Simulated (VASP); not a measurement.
# CaH2Pt (P6/mmm) in VASP: notebook, part 2 of 2

VASP 6.6.1. The steps go on from the part before.

## Step 4: Single point, PBE

File INCAR:

```
ALGO = Normal
EDIFF = 1E-7
ENCUT = 520
GGA = PE
ISIF = 2
ISMEAR = 0
LASPH = True
LCHARG = False
LREAL = False
LWAVE = False
NBANDS = 19
NELM = 100
PREC = Accurate
SIGMA = 0.1
```

File KPOINTS:

```
k-points
0
Gamma
  15 15 8
```

File POSCAR:

```
CaH2Pt
1.0
    3.5612992143      0.0000000000      0.0000000000
   -1.7806496072      3.0841755901      0.0000000000
    0.0000000000      0.0000000000      5.9647005432
Ca H Pt
1 2 1
Direct
    0.0000000000      0.0000000000      0.0000000000
    0.3333333333      0.6666666667      0.0000000000
    0.6666666667      0.3333333333      0.0000000000
    0.0000000000      0.0000000000      0.5000000000
```

Potentials or basis: VASP PAW PBE potentials, release 64 (Ca_sv, H, Pt).

On the command line:

```
$ cat potpaw_PBE.64/Ca_sv/POTCAR potpaw_PBE.64/H/POTCAR potpaw_PBE.64/Pt/POTCAR > POTCAR
$ mpirun -np 1 vasp_std > vasp.out
```

OUTCAR:

```text
EDIFF = 1E-7
   ENCUT = 520
   GGA = PE
   ISIF = 2
   ISMEAR = 0
   LASPH = True
   LREAL = False
   NELM = 100
   PREC = Accurate

 ion  position               nearest neighbor table
   1  0.000  0.000  0.000-   4 2.98   4 2.98
   2  0.333  0.667  0.000-
   3  0.667  0.333  0.000-
   4  0.000  0.000  0.500-   1 2.98   1 2.98

  LATTYP: Found a hexagonal cell.
 ALAT       =     3.5612992143
 C/A-ratio  =     1.6748664418

  Lattice vectors:

 A1 = (   3.5612992143,   0.0000000000,   0.0000000000)
 A2 = (  -1.7806496072,   3.0841755901,   0.0000000000)
 A3 = (   0.0000000000,   0.0000000000,   5.9647005432)

Analysis of symmetry for initial positions (statically):
=====================================================================
 Subroutine PRICEL returns:
 Original cell was already a primitive cell.

 Routine SETGRP: Setting up the symmetry group for a
 hexagonal supercell.

 Subroutine GETGRP returns: Found 24 space group operations
 (whereof 24 operations were pure point group operations)
 out of a pool of 24 trial point group operations.

The static configuration has the point symmetry D_6h.

Analysis of symmetry for dynamics (positions and initial velocities):
=====================================================================
 Subroutine PRICEL returns:
 Original cell was already a primitive cell.

 Routine SETGRP: Setting up the symmetry group for a
 hexagonal supercell.

 Subroutine GETGRP returns: Found 24 space group operations
 (whereof 24 operations were pure point group operations)
 out of a pool of 24 trial point group operations.

The dynamic configuration has the point symmetry D_6h.

 Subroutine INISYM returns: Found 24 space group operations
[... 116 lines left out ...]
   ISMEAR =     0;   SIGMA  =   0.10  broadening in eV -4-tet -1-fermi 0-gaus
   EFERMI_NEDOS =   21; number of points for ismear=-14 and -15
   IALGO  =     38    algorithm
   IMIX   =      4    mixing-type and parameters
     AMIX     =   0.40;   BMIX     =  1.00
     AMIX_MAG =   1.60;   BMIX_MAG =  1.00
  volume/ion in A,a.u.               =      16.38       110.53
  Fermi-wavevector in a.u.,A,eV,Ry     =   1.137899  2.150317 17.617011  1.294814
  Thomas-Fermi vector in A             =   2.274604
   LORBIT       =      0    0 simple, 1 ext, 2 COOP (PROOUT), +10 PAW based schemes
   GGA     = PE    functional components
   LHFCALC =     F    Hartree Fock is set to
   AEXX    =    0.0000 exact exchange contribution
   IVDW    =     0    specifies the selected vdW correction
   LEPSILON=     F    determine dielectric tensor
   LRPA    =     F    only Hartree local field effects (RPA)
 non-spin polarized calculation
 Gauss-broadening in eV      SIGMA  =   0.10
  energy-cutoff  :      520.00
  volume of cell :       65.51
 maximum number of plane-waves:      1798
 NGX is ok and might be reduce to    28
   NGX = 13   NGY = 13   NGZ = 23

 number of electron      22.0000003 magnetization

 Free energy of the ion-electron system (eV)
  ---------------------------------------------------
  ext. energy  EPLUGINS =         0.00000000
  ---------------------------------------------------
  free energy    TOTEN  =       -12.63246591 eV

  energy without entropy =      -12.61806473  energy(sigma->0) =      -12.62526532

 E-fermi :   1.1970     XC(G=0):  -9.1964

 val. band max:        1.1959236078   @ k =   0.4000   0.0667   0.1250
 cond. band min:       1.1982644015   @ k =   0.4000   0.0667   0.0000
 fundamental gap:      0.0023407937
 Fermi energy:         1.1970423620

 k-point     1 :       0.0000    0.0000    0.0000
  band No.  band energies     occupation
      1     -36.9124      2.00000
      2     -18.1073      2.00000
      3     -17.8058      2.00000
      4     -17.8058      2.00000
      5      -3.9859      2.00000
      6      -1.3681      2.00000
[... 505 lines left out ...]
      6      -0.4611      2.00000
[... 11 lines left out ...]
     18       9.0425      0.00000
     19       9.8864      0.00000

 [... further k-points ...]

------------------------ aborting loop because EDIFF is reached ----------------------------------------

  FORCE on cell =-STRESS in cart. coord.  units (eV):
  Direction    XX          YY          ZZ          XY          YZ          ZX
  --------------------------------------------------------------------------------------
  -------------------------------------------------------------------------------------
  Total        0.0592947      0.0592947     -0.0331331     -0.0000000      0.0000000      0.0000000
  in kB        1.4500746      1.4500746     -0.8102815     -0.0000000      0.0000000      0.0000000
  external PRESSURE =       0.6966225 kB  Pullay stress =       0.0000000 kB

 VOLUME and BASIS-vectors are now :
 -----------------------------------------------------------------------------
  energy-cutoff  :      520.00
  volume of cell :       65.51
      direct lattice vectors                 reciprocal lattice vectors
     3.561299214  0.000000000  0.000000000     0.280796400  0.162117877  0.000000000
    -1.780649607  3.084175590  0.000000000     0.000000000  0.324235755  0.000000000
     0.000000000  0.000000000  5.964700543     0.000000000  0.000000000  0.167653010

 POSITION                                       TOTAL-FORCE (eV/Angst)
 -----------------------------------------------------------------------------------
      0.00000      0.00000      0.00000        -0.000000      0.000000      0.000000
     -0.00000      2.05612      0.00000         0.000000      0.000000     -0.000000
      1.78065      1.02806      0.00000        -0.000000      0.000000      0.000000
      0.00000      0.00000      2.98235        -0.000000      0.000000      0.000000
 -----------------------------------------------------------------------------------
    total drift:                               -0.000000      0.000000      0.000000

  FREE ENERGIE OF THE ION-ELECTRON SYSTEM (eV)
  ---------------------------------------------------
  free  energy   TOTEN  =       -12.6324659146 eV

  energy  without entropy=      -12.6180647285  energy(sigma->0) =      -12.62526532
```

Wall time 76 s (1 thread of Intel Xeon 6975P-C (Granite Rapids), shared host); peak memory 0.32 GiB.

What came out:

- Free energy: -12.6325 eV
- Pressure: 0.1 GPa
- Band gap on the k mesh: zero (bands 11 and 12 overlap by 0.26 eV)

Stress tensor (GPa, compression positive):
```
 0.15  0.00  0.00
 0.00  0.15  0.00
 0.00  0.00 -0.08
```

Caveat: spin-orbit coupling is left out, which moves the levels of the heavy elements.

## Step 5: Single point, PBE

This run uses another cell than the first one, of 21.36 Å³/atom.

File INCAR:

```
ALGO = Normal
EDIFF = 1E-6
ENCUT = 520
GGA = PE
ISIF = 2
ISMEAR = 0
LASPH = True
LCHARG = True
LELF = True
LREAL = False
LVHAR = True
LWAVE = False
NBANDS = 19
NELM = 100
PREC = Accurate
SIGMA = 0.1
```

File KPOINTS:

```
k-points
0
Gamma
  6 6 4
```

File POSCAR:

```
CaH2Pt
1.0
    4.2680513200      0.0000000000      0.0000000000
   -2.1340256600      3.6962408700      0.0000000000
    0.0000000000      0.0000000000      5.4166906100
Ca H Pt
1 2 1
Direct
    0.0000000000      0.0000000000      0.0000000000
    0.3333333300      0.6666666700      0.0000000000
    0.6666666700      0.3333333300      0.0000000000
    0.0000000000      0.0000000000      0.5000000000
```

Potentials or basis: VASP PAW PBE potentials, release 64 (Ca_sv, H, Pt).

On the command line:

```
$ cat potpaw_PBE.64/Ca_sv/POTCAR potpaw_PBE.64/H/POTCAR potpaw_PBE.64/Pt/POTCAR > POTCAR
$ mpirun -np 1 vasp_std > vasp.out
```

OUTCAR:

```text
EDIFF = 1E-6
   ENCUT = 520
   GGA = PE
   ISIF = 2
   ISMEAR = 0
   LASPH = True
   LREAL = False
   NELM = 100
   PREC = Accurate

 ion  position               nearest neighbor table
   1  0.000  0.000  0.000-   4 2.71   4 2.71
   2  0.333  0.667  0.000-
   3  0.667  0.333  0.000-
   4  0.000  0.000  0.500-   1 2.71   1 2.71

  LATTYP: Found a hexagonal cell.
 ALAT       =     4.2680513200
 C/A-ratio  =     1.2691249950

  Lattice vectors:

 A1 = (   4.2680513200,   0.0000000000,   0.0000000000)
 A2 = (  -2.1340256600,   3.6962408700,   0.0000000000)
 A3 = (   0.0000000000,   0.0000000000,   5.4166906100)

Analysis of symmetry for initial positions (statically):
=====================================================================
 Subroutine PRICEL returns:
 Original cell was already a primitive cell.

 Routine SETGRP: Setting up the symmetry group for a
 hexagonal supercell.
[... 163 lines left out ...]
  ---------------------------------------------------
  free energy    TOTEN  =       -11.54036411 eV

  energy without entropy =      -11.52873018  energy(sigma->0) =      -11.53454715

 E-fermi :  -0.1750     XC(G=0):  -8.0979

 val. band max:       -0.1913193608   @ k =   0.3333   0.0000   0.0000
 cond. band min:      -0.1549149352   @ k =   0.1667   0.1667   0.0000
 fundamental gap:      0.0364044256
 Fermi energy:        -0.1750441875

 k-point     1 :       0.0000    0.0000    0.0000
  band No.  band energies     occupation
      1     -39.2843      2.00000
      2     -20.4064      2.00000
      3     -20.2593      2.00000
      4     -20.2593      2.00000
      5      -4.2386      2.00000
      6      -1.6595      2.00000
[... 439 lines left out ...]
      6      -1.8006      2.00000
[... 11 lines left out ...]
     18       6.8502      0.00000
     19       7.2519      0.00000

------------------------ aborting loop because EDIFF is reached ----------------------------------------

  FORCE on cell =-STRESS in cart. coord.  units (eV):
  Direction    XX          YY          ZZ          XY          YZ          ZX
  --------------------------------------------------------------------------------------
  -------------------------------------------------------------------------------------
  Total       -4.2896412     -4.2896412      2.6700566      0.0000000      0.0000000      0.0000000
  in kB      -80.4280651    -80.4280651     50.0618765      0.0000000      0.0000000      0.0000000
  external PRESSURE =     -36.9314179 kB  Pullay stress =       0.0000000 kB

 VOLUME and BASIS-vectors are now :
 -----------------------------------------------------------------------------
  energy-cutoff  :      520.00
  volume of cell :       85.45
      direct lattice vectors                 reciprocal lattice vectors
     4.268051320  0.000000000  0.000000000     0.234298963  0.135272570  0.000000000
    -2.134025660  3.696240870  0.000000000     0.000000000  0.270545139  0.000000000
     0.000000000  0.000000000  5.416690610     0.000000000  0.000000000  0.184614569

 POSITION                                       TOTAL-FORCE (eV/Angst)
 -----------------------------------------------------------------------------------
      0.00000      0.00000      0.00000        -0.000000     -0.000000     -0.000000
     -0.00000      2.46416      0.00000         0.000000      0.000000      0.000000
      2.13403      1.23208      0.00000        -0.000000     -0.000000     -0.000000
      0.00000      0.00000      2.70835        -0.000000     -0.000000     -0.000000
 -----------------------------------------------------------------------------------
    total drift:                               -0.000000     -0.000000      0.000000

  FREE ENERGIE OF THE ION-ELECTRON SYSTEM (eV)
  ---------------------------------------------------
  free  energy   TOTEN  =       -11.5403641077 eV

  energy  without entropy=      -11.5287301845  energy(sigma->0) =      -11.53454715
```

OSZICAR:

```text
N       E                     dE             d eps       ncg     rms          rms(c)
DAV:   1     0.132891117101E+03    0.13289E+03   -0.99862E+03   798   0.103E+03
DAV:   2    -0.676270907425E+01   -0.13965E+03   -0.13468E+03   931   0.244E+02
DAV:   3    -0.126903633586E+02   -0.59277E+01   -0.57740E+01  1235   0.453E+01
DAV:   4    -0.128429069585E+02   -0.15254E+00   -0.15190E+00  1141   0.588E+00
DAV:   5    -0.128452969088E+02   -0.23900E-02   -0.23897E-02  1066   0.746E-01    0.762E+00
DAV:   6    -0.128516177190E+02   -0.63208E-02   -0.92151E+00   920   0.137E+01    0.749E+00
DAV:   7    -0.115845521533E+02    0.12671E+01   -0.54470E+00   894   0.927E+00    0.221E+00
DAV:   8    -0.115561851676E+02    0.28367E-01   -0.57616E-01   883   0.356E+00    0.162E+00
DAV:   9    -0.115450827401E+02    0.11102E-01   -0.12042E-01   948   0.174E+00    0.676E-01
DAV:  10    -0.115405468881E+02    0.45359E-02   -0.30114E-02   890   0.759E-01    0.147E-01
DAV:  11    -0.115403471159E+02    0.19977E-03   -0.20806E-03   929   0.218E-01    0.567E-02
DAV:  12    -0.115403580940E+02   -0.10978E-04   -0.36618E-04  1024   0.105E-01    0.171E-02
DAV:  13    -0.115403640020E+02   -0.59080E-05   -0.37058E-05   979   0.345E-02    0.824E-03
DAV:  14    -0.115403646340E+02   -0.63205E-06   -0.13799E-05  1016   0.188E-02    0.416E-03
DAV:  15    -0.115403641077E+02    0.52632E-06   -0.30578E-06   696   0.824E-03
   1 F= -.11540364E+02 E0= -.11534547E+02  d E =-.116339E-01
```

Wall time 15 s (1 thread of Intel Xeon 6975P-C (Granite Rapids), shared host); peak memory 0.21 GiB.

Results:

```yaml
Free_energy: -11.5404 eV
Pressure: -3.7 GPa
Band_gap_on_the_k_mesh: zero (bands 11 and 12 overlap by 0.13 eV)
```

Stress tensor (GPa, compression positive):
```
-8.04  0.00  0.00
 0.00 -8.04  0.00
 0.00  0.00  5.01
```

Caveat: the cell stands under tension; spin-orbit coupling is left out, which moves the levels of the heavy elements.

## Step 6: Overview

| task | cell | k mesh | cutoff (eV) | gap on the mesh (eV) | pressure (GPa) |
| --- | --- | --- | --- | --- | --- |
| single point | a = 3.561, b = 3.561, c = 5.965 Å, angles 90.0, 90.0, 120.0°, 4 atoms | 15 × 15 × 8 | 520 | none | 0.1 |
| relaxation of cell and atoms | relaxed from a = 3.569, b = 3.569, c = 5.936 Å, angles 90.0, 90.0, 120.0°, 4 atoms | 15 × 15 × 8 | 600 | none | 0.0 |
| single point | a = 4.268, b = 4.268, c = 5.417 Å, angles 90.0, 90.0, 120.0°, 4 atoms | 6 × 6 × 4 | 520 | none | -3.7 |

Alike in all rows: level PBE; potentials or basis VASP PAW PBE potentials, release 64 (Ca_sv, H, Pt); no spin polarisation; smearing gaussian 0.1 eV.

Caveats: spin-orbit coupling is left out, which moves the levels of the heavy elements; the cell stands under tension (at least some runs).

Absolute energies hang on the potentials; compare differences alone.
